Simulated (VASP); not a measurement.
# Cd3HgO4 (Pm-3m) in VASP: notebook

Cd3HgO4 is run at these levels: PBE, LDA; tasks: single point.

Program: VASP 6.6.1. These are calculated values, not measurements. Logs are shortened: lines on timing, memory, paths and dates and some standing lists are left out, and cuts for length are marked.

**1. The cell of the first run**

Symmetry: Pm-3m, No. 221, cubic system. The conventional cell has a = 4.809 Å, b = 4.809 Å, c = 4.809 Å, α = 90.00°, β = 90.00°, γ = 90.00°. Within 3.2 Å of Cd (site symmetry 4/mmm) lie 6 O at 2.40 Å. Hg (site symmetry m-3m) has 6 O at 2.40 Å within 3.2 Å. O (site symmetry 4/mmm) has 4 Cd at 2.40 Å and 2 Hg at 2.40 Å within 3.2 Å. Within 3.2 Å of O (site symmetry m-3m) lie 6 Cd at 2.40 Å.

**2. Single point, PBE**

POSCAR reads:

```
Cd3HgO4
1.0
    4.8089572000      0.0000000000      0.0000000000
    0.0000000000      4.8089572000      0.0000000000
    0.0000000000      0.0000000000      4.8089572000
Cd Hg O
3 1 4
Direct
    0.5000000000      0.0000000000      0.5000000000
    0.5000000000      0.5000000000      0.0000000000
    0.0000000000      0.5000000000      0.5000000000
    0.0000000000      0.0000000000      0.0000000000
    0.0000000000      0.5000000000      0.0000000000
    0.5000000000      0.5000000000      0.5000000000
    0.0000000000      0.0000000000      0.5000000000
    0.5000000000      0.0000000000      0.0000000000
```

INCAR.step1 reads:

```
PREC = Accurate
ENCUT = 520
EDIFF = 1E-7
ISMEAR = 0
SIGMA = 0.1
LREAL = F
LASPH = T
NELM = 80
ALGO = Normal
ISIF = 2
LWAVE = F
LCHARG = T
GGA = PE
NBANDS = 46
```

KPOINTS.step1 reads:

```
regular mesh
0
Gamma
  8 8 8
```

INCAR.step2 reads:

```
PREC = Accurate
ENCUT = 520
EDIFF = 1E-7
ISMEAR = -5
SIGMA = 0.1
LREAL = F
LASPH = T
NELM = 80
ALGO = Normal
ISIF = 2
LWAVE = F
LCHARG = F
GGA = PE
LORBIT = 11
NBANDS = 46
NEDOS = 1001
ICHARG = 11
```

KPOINTS.step2 reads:

```
regular mesh
0
Gamma
  12 12 12
```

Potentials or basis: VASP PAW PBE potentials, release 64 (Cd, Hg, O).

Started as:

```sh
cat potpaw_PBE.64/Cd/POTCAR potpaw_PBE.64/Hg/POTCAR potpaw_PBE.64/O/POTCAR > POTCAR
cp INCAR.step1 INCAR
cp KPOINTS.step1 KPOINTS
mpirun -np 1 vasp_std > vasp.out
cp INCAR.step2 INCAR
cp KPOINTS.step2 KPOINTS
mpirun -np 1 vasp_std > vasp.out
```

OUTCAR:

```text
PREC = Accurate
   ENCUT = 520
   EDIFF = 1E-7
   ISMEAR = -5
   LREAL = F
   LASPH = T
   NELM = 80
   ISIF = 2
   GGA = PE
   LORBIT = 11
   ICHARG = 11

 ion  position               nearest neighbor table
   1  0.500  0.000  0.500-   6 2.40   7 2.40   8 2.40   8 2.40   6 2.40   7 2.40   2 3.40   4 3.40
                             2 3.40   2 3.40   3 3.40   3 3.40   2 3.40   3 3.40   4 3.40   4 3.40
   2  0.500  0.500  0.000-   5 2.40   6 2.40   8 2.40   6 2.40   8 2.40   5 2.40   1 3.40   3 3.40
                             1 3.40   1 3.40   4 3.40   3 3.40   1 3.40   3 3.40   4 3.40   4 3.40
   3  0.000  0.500  0.500-   5 2.40   6 2.40   7 2.40   5 2.40   7 2.40   6 2.40   2 3.40   4 3.40
                             1 3.40   1 3.40   4 3.40   2 3.40   4 3.40   1 3.40   2 3.40   4 3.40
   4  0.000  0.000  0.000-   5 2.40   7 2.40   8 2.40   7 2.40   5 2.40   8 2.40   1 3.40   3 3.40
                             1 3.40   2 3.40   3 3.40   2 3.40   3 3.40   1 3.40   2 3.40   3 3.40
   5  0.000  0.500  0.000-   2 2.40   3 2.40   4 2.40   3 2.40   4 2.40   2 2.40
   6  0.500  0.500  0.500-   1 2.40   2 2.40   3 2.40   2 2.40   1 2.40   3 2.40
   7  0.000  0.000  0.500-   1 2.40   3 2.40   4 2.40   4 2.40   3 2.40   1 2.40
   8  0.500  0.000  0.000-   1 2.40   2 2.40   4 2.40   1 2.40   2 2.40   4 2.40

  LATTYP: Found a simple cubic cell.
 ALAT       =     4.8089572000

  Lattice vectors:

 A1 = (   4.8089572000,   0.0000000000,   0.0000000000)
 A2 = (   0.0000000000,   4.8089572000,   0.0000000000)
 A3 = (   0.0000000000,   0.0000000000,   4.8089572000)

Analysis of symmetry for initial positions (statically):
=====================================================================
 Subroutine PRICEL returns:
 Original cell was already a primitive cell.

 Routine SETGRP: Setting up the symmetry group for a
 simple cubic supercell.

 Subroutine GETGRP returns: Found 48 space group operations
 (whereof 48 operations were pure point group operations)
 out of a pool of 48 trial point group operations.

The static configuration has the point symmetry O_h .

Analysis of symmetry for dynamics (positions and initial velocities):
=====================================================================
 Subroutine PRICEL returns:
 Original cell was already a primitive cell.

 Routine SETGRP: Setting up the symmetry group for a
 simple cubic supercell.

 Subroutine GETGRP returns: Found 48 space group operations
 (whereof 48 operations were pure point group operations)
 out of a pool of 48 trial point group operations.

The dynamic configuration has the point symmetry O_h .

 Subroutine INISYM returns: Found 48 space group operations
 (whereof 48 operations are pure point group operations),
 and found     1 'primitive' translations

----------------------------------------------------------------------------------------

                                     Primitive cell

  volume of cell :     111.2123

  direct lattice vectors                    reciprocal lattice vectors
     4.808957200  0.000000000  0.000000000     0.207945290  0.000000000  0.000000000
     0.000000000  4.808957200  0.000000000     0.000000000  0.207945290  0.000000000
     0.000000000  0.000000000  4.808957200     0.000000000  0.000000000  0.207945290

  length of vectors
     4.808957200  4.808957200  4.808957200     0.207945290  0.207945290  0.207945290

  position of ions in fractional coordinates (direct lattice)
     0.500000000  0.000000000  0.500000000
     0.500000000  0.500000000  0.000000000
     0.000000000  0.500000000  0.500000000
     0.000000000  0.000000000  0.000000000
     0.000000000  0.500000000  0.000000000
     0.500000000  0.500000000  0.500000000
     0.000000000  0.000000000  0.500000000
     0.500000000  0.000000000  0.000000000

  ion indices of the primitive-cell ions
   primitive index   ion index
                 1           1
                 2           2
                 3           3
                 4           4
                 5           5
                 6           6
                 7           7
                 8           8

----------------------------------------------------------------------------------------

 KPOINTS: regular mesh

Automatic generation of k-mesh.
 Grid dimensions read from file:
 generate k-points for:   12   12   12

 Generating k-lattice:

  Cartesian coordinates                     Fractional coordinates (reciprocal lattice)
     0.017328774  0.000000000  0.000000000     0.083333333  0.000000000  0.000000000
     0.000000000  0.017328774  0.000000000     0.000000000  0.083333333  0.000000000
     0.000000000  0.000000000  0.017328774     0.000000000  0.000000000  0.083333333

  Length of vectors
     0.017328774  0.017328774  0.017328774

  Shift w.r.t. Gamma in fractional coordinates (k-lattice)
     0.000000000  0.000000000  0.000000000

 TETIRR: Found    854 inequivalent tetrahedra from    10368

 Subroutine IBZKPT returns following result:
 ===========================================

 Found     84 irreducible k-points:

 Following reciprocal coordinates:
            Coordinates               Weight
  0.000000  0.000000  0.000000      1.000000
  0.083333  0.000000  0.000000      6.000000
  0.166667  0.000000  0.000000      6.000000
  0.250000  0.000000  0.000000      6.000000
  0.333333  0.000000  0.000000      6.000000
  0.416667  0.000000  0.000000      6.000000
[... 16 lines left out ...]
  0.333333  0.333333  0.000000     12.000000
  0.416667  0.333333  0.000000     24.000000
 [... further k-points ...]
   k-points           NKPTS =     84   k-points in BZ     NKDIM =     84   number of bands    NBANDS=     46
   number of dos      NEDOS =   1001   number of ions     NIONS =      8
   total plane-waves  NPLWV =  46656
   dimension x,y,z NGX =    36 NGY =   36 NGZ =   36
   dimension x,y,z NGXF=    72 NGYF=   72 NGZF=   72
   ions per type =               3   1   4
   NGX,Y,Z   is equivalent  to a cutoff of  12.45, 12.45, 12.45 a.u.
   NGXF,Y,Z  is equivalent  to a cutoff of  24.89, 24.89, 24.89 a.u.
 SYSTEM =  unknown system
   PREC   = accura    normal or accurate (medium, high low for compatibility)
   ISTART =      0    job   : 0-new  1-cont  2-samecut
   ICHARG =     11    charge: 1-file 2-atom 10-const
   ISPIN  =      1    spin polarized calculation?
   LNONCOLLINEAR =      F non collinear calculations
   LSORBIT =      F    spin-orbit coupling
   LASPH  =      T    aspherical Exc in radial PAW
   ENCUT  =  520.0 eV  38.22 Ry    6.18 a.u.   8.94  8.94  8.94*2*pi/ulx,y,z
   NELM   =     80;   NELMIN=  2; NELMDL=  0     # of ELM steps
   EDIFF  = 0.1E-06   stopping-criterion for ELM
   LREAL  =      F    real-space projection
   EDIFFG = 0.1E-05   stopping-criterion for IOM
   NSW    =      0    number of steps for IOM
   IBRION =     -1    ionic relax: 0-MD 1-quasi-New 2-CG
   NFREE  =      0    steps in history (QN), initial steepest desc. (CG)
   ISIF   =      2    stress and relaxation
   ISYM   =      2    0-nonsym 1-usesym 2-fastsym
   POTIM  = 0.5000    time-step for ionic-motion
   TEBEG  =    0.0;   TEEND  =   0.0 temperature during run
   PSTRESS=    0.0 pullay stress
   NELECT =      72.0000    total number of electrons
   NUPDOWN=      -1.0000    fix difference up-down
   EMIN   =  10.00;   EMAX   =-10.00  energy-range for DOS
   EFERMI =   0.00;   METHOD = LEGACY
   ISMEAR =    -5;   SIGMA  =   0.10  broadening in eV -4-tet -1-fermi 0-gaus
   EFERMI_NEDOS =   21; number of points for ismear=-14 and -15
   IALGO  =     38    algorithm
   IMIX   =      4    mixing-type and parameters
     AMIX     =   0.40;   BMIX     =  1.00
     AMIX_MAG =   1.60;   BMIX_MAG =  1.00
  volume/ion in A,a.u.               =      13.90        93.81
  Fermi-wavevector in a.u.,A,eV,Ry     =   1.416233  2.676293 27.289427  2.005716
  Thomas-Fermi vector in A             =   2.537589
   LORBIT       =     11    0 simple, 1 ext, 2 COOP (PROOUT), +10 PAW based schemes
   GGA     = PE    functional components
   LHFCALC =     F    Hartree Fock is set to
   AEXX    =    0.0000 exact exchange contribution
   IVDW    =     0    specifies the selected vdW correction
   LEPSILON=     F    determine dielectric tensor
   LRPA    =     F    only Hartree local field effects (RPA)
 non-spin polarized calculation
 Fermi weights with tetrahedron method with Bloechl corrections
  energy-cutoff  :      520.00
  volume of cell :      111.21
 maximum number of plane-waves:      3028
 NGX is ok and might be reduce to    36

 number of electron      71.9999970 magnetization

 Free energy of the ion-electron system (eV)
  ---------------------------------------------------
  ext. energy  EPLUGINS =         0.00000000
  ---------------------------------------------------
  free energy    TOTEN  =       -28.52651844 eV

  energy without entropy =      -28.52651844  energy(sigma->0) =      -28.52651844

 E-fermi :   2.2009     XC(G=0): -11.3996

 val. band max:        2.2128078513   @ k =   0.5000   0.4167   0.3333
 cond. band min:       2.2471688165   @ k =   0.5000   0.4167   0.4167
 fundamental gap:      0.0343609652
 Fermi energy:         2.2008521450

 k-point     1 :       0.0000    0.0000    0.0000
  band No.  band energies     occupation
      1     -15.4209      2.00000
      2     -14.8837      2.00000
      3     -14.8837      2.00000
      4     -14.7482      2.00000
      5      -5.2882      2.00000
      6      -5.2882      2.00000
[... 38 lines left out ...]
     45      12.9574      0.00000
     46      12.9574      0.00000
[... 1086 lines left out ...]
      6      -5.3254      2.00000
[... 38 lines left out ...]
     45      10.7999      0.00000
     46      11.3944      0.00000

 [... further k-points ...]

------------------------ aborting loop because EDIFF is reached ----------------------------------------

  FORCE on cell =-STRESS in cart. coord.  units (eV):
  Direction    XX          YY          ZZ          XY          YZ          ZX
  --------------------------------------------------------------------------------------
  -------------------------------------------------------------------------------------
  Total        1.0105027      1.0105027      1.0105027      0.0000000      0.0000000     -0.0000000
  in kB       14.5577857     14.5577857     14.5577857      0.0000000      0.0000000     -0.0000000
  external PRESSURE =      14.5577857 kB  Pullay stress =       0.0000000 kB

 VOLUME and BASIS-vectors are now :
 -----------------------------------------------------------------------------
  energy-cutoff  :      520.00
  volume of cell :      111.21
      direct lattice vectors                 reciprocal lattice vectors
     4.808957200  0.000000000  0.000000000     0.207945290  0.000000000  0.000000000
     0.000000000  4.808957200  0.000000000     0.000000000  0.207945290  0.000000000
     0.000000000  0.000000000  4.808957200     0.000000000  0.000000000  0.207945290

 POSITION                                       TOTAL-FORCE (eV/Angst)
 -----------------------------------------------------------------------------------
      2.40448      0.00000      2.40448         0.000000      0.000000      0.000000
      2.40448      2.40448      0.00000         0.000000      0.000000      0.000000
      0.00000      2.40448      2.40448         0.000000      0.000000      0.000000
      0.00000      0.00000      0.00000         0.000000      0.000000      0.000000
      0.00000      2.40448      0.00000         0.000000      0.000000      0.000000
      2.40448      2.40448      2.40448         0.000000      0.000000      0.000000
      0.00000      0.00000      2.40448         0.000000      0.000000      0.000000
      2.40448      0.00000      0.00000         0.000000      0.000000      0.000000
 -----------------------------------------------------------------------------------
    total drift:                                0.000000      0.000000      0.000000

  FREE ENERGIE OF THE ION-ELECTRON SYSTEM (eV)
  ---------------------------------------------------
  free  energy   TOTEN  =       -28.5265184363 eV

  energy  without entropy=      -28.5265184363  energy(sigma->0) =      -28.52651844

 total charge

# of ion       s       p       d       tot
------------------------------------------
    1        0.325   0.225   9.639  10.189
    2        0.325   0.225   9.639  10.189
    3        0.325   0.225   9.639  10.189
    4        0.565   0.303   9.498  10.366
    5        1.584   3.307   0.000   4.891
    6        1.574   3.326   0.000   4.900
    7        1.584   3.307   0.000   4.891
    8        1.584   3.307   0.000   4.891
--------------------------------------------------
tot          7.867  14.225  38.414  60.507
```

It took 2.8 min on 1 thread of Intel Xeon 6975P-C (Granite Rapids), shared host; peak memory 0.45 GiB.

What came out:

```yaml
Valence_electrons_inside_the_program's_atomic_spheres: Cd 10.19; Hg 10.37; O 4.89, 4.90 (each value once)
```

Levels at points of the mesh, in eV from the Fermi level:
```tsv
k point	band 32	band 33	band 34	band 35	band 36	band 37	band 38	band 39	band 40	band 41
(0.00, 0.00, 0.00)	-2.66	-2.66	-1.78	-1.78	-1.78	-1.65	1.65	3.00	3.00	7.59
(0.50, 0.00, 0.00)	-2.27	-2.13	-2.13	-1.94	-1.94	2.37	2.66	4.34	4.95	8.00
(0.50, 0.50, 0.00)	-2.32	-0.79	-0.74	-0.74	0.07	3.70	4.28	4.28	4.28	6.91
(0.50, 0.50, 0.50)	-0.57	-0.57	-0.57	0.13	0.13	3.76	3.76	3.76	3.80	5.06
```

Caveat: spin-orbit coupling is left out, which moves the levels of the heavy elements.

**3. Single point, LDA**

POSCAR is that of step 2.

INCAR.step1 reads:

```
PREC     = Accurate       # precision mode
ENCUT    = 520            # plane-wave cutoff, eV
EDIFF    = 1E-6           # SCF threshold, eV
ISMEAR   = 0              # smearing method
SIGMA    = 0.1            # smearing width, eV
LREAL    = F              # projectors in reciprocal space
LASPH    = T              # aspherical terms in the spheres
NELM     = 100            # most SCF steps
ALGO     = Normal         # electronic algorithm
ISIF     = 2              # what is computed and relaxed
LWAVE    = F              # write WAVECAR
LCHARG   = T              # write CHGCAR
GGA      = CA             # functional
NBANDS   = 46             # bands
```

KPOINTS.step1 reads:

```
Automatic mesh
0
Gamma
  8 8 8
```

INCAR.step2 reads:

```
PREC     = Accurate       # precision mode
ENCUT    = 520            # plane-wave cutoff, eV
EDIFF    = 1E-6           # SCF threshold, eV
ISMEAR   = -5             # smearing method
SIGMA    = 0.1            # smearing width, eV
LREAL    = F              # projectors in reciprocal space
LASPH    = T              # aspherical terms in the spheres
NELM     = 100            # most SCF steps
ALGO     = Normal         # electronic algorithm
ISIF     = 2              # what is computed and relaxed
LWAVE    = F              # write WAVECAR
LCHARG   = F              # write CHGCAR
GGA      = CA             # functional
LORBIT   = 10             # projections on sites
NBANDS   = 46             # bands
NEDOS    = 2001           # points of the DOS
ICHARG   = 11             # starting density
```

KPOINTS.step2 reads:

```
Automatic mesh
0
Gamma
  12 12 12
```

Potentials or basis: VASP PAW LDA potentials, release 64 (Cd, Hg, O).

Started as:

```sh
cat potpaw_LDA.64/Cd/POTCAR potpaw_LDA.64/Hg/POTCAR potpaw_LDA.64/O/POTCAR > POTCAR
cp INCAR.step1 INCAR
cp KPOINTS.step1 KPOINTS
mpirun -np 1 vasp_std > vasp.out
cp INCAR.step2 INCAR
cp KPOINTS.step2 KPOINTS
mpirun -np 1 vasp_std > vasp.out
```

Wall time 2.5 min (1 thread of Intel Xeon 6975P-C (Granite Rapids), shared host); peak memory 0.42 GiB.

The run converged. Its results:

```
Valence electrons inside the program's atomic spheres : Cd 10.19; Hg 10.37; O 4.85, 4.86 (each value once)
```

Levels at points of the mesh, in eV from the Fermi level:
| k point | band 33 | band 34 | band 35 | band 36 | band 37 | band 38 | band 39 | band 40 |
| --- | --- | --- | --- | --- | --- | --- | --- | --- |
| (0.00, 0.00, 0.00) | -2.71 | -1.80 | -1.80 | -1.80 | -1.69 | 1.51 | 2.79 | 2.79 |
| (0.50, 0.00, 0.00) | -2.16 | -2.16 | -1.96 | -1.96 | 2.33 | 2.59 | 4.21 | 4.77 |
| (0.50, 0.50, 0.00) | -0.77 | -0.72 | -0.72 | 0.07 | 3.65 | 4.18 | 4.18 | 4.18 |
| (0.50, 0.50, 0.50) | -0.56 | -0.56 | 0.13 | 0.13 | 3.63 | 3.63 | 3.63 | 3.65 |

Caveat: spin-orbit coupling is left out, which moves the levels of the heavy elements.
